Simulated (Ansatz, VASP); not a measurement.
# One calculation of AlN, two programs

```
CELL_PARAMETERS angstrom
3.06434 0.00000 0.00000
-1.53217 2.65379 0.00000
0.00000 0.00000 4.82866
ATOMIC_POSITIONS crystal
Al 0.33333 0.66667 0.00000
Al 0.66667 0.33333 0.50000
N 0.33333 0.66667 0.38500
N 0.66667 0.33333 0.88500
```

Change from the starting cell: strain -0.015 along x and y, -0.030 along z, atoms carried along.

Alike in both runs: task single point; functional PBEsol; k mesh 9 × 9 × 6; occupations gaussian, width 0.05 eV; no spin polarisation.

|  | VASP | Ansatz |
| --- | --- | --- |
| version | VASP 6.6.1 | Ansatz 0.2.0 |
| potentials or method | VASP PAW PBE potentials, release 64 (Al, N), cutoff 520 eV | scalar-relativistic, plane waves, PAW |
| valence electrons in the cell | 16 | 16 |

|  | VASP | Ansatz | Ansatz less VASP |
| --- | --- | --- | --- |
| gap on the k mesh at the Fermi level (eV) | 4.59 | 4.57 | -0.019 |
| least direct gap on the mesh (eV) | 4.59 | 4.57 | -0.019 |
| pressure (GPa) | 14.3 | 14.2 | -0.06 |
| traceless stress, the component that is largest in VASP (GPa) | 2.27 | 2.24 | -0.031 |
| rms of the force components (eV/Å) | 0.039 | 0.038 | -0.0014 |

VASP's potentials were made for PBE, not for PBEsol. Atom by atom the forces differ by 0.001 eV/Å (rms over components).
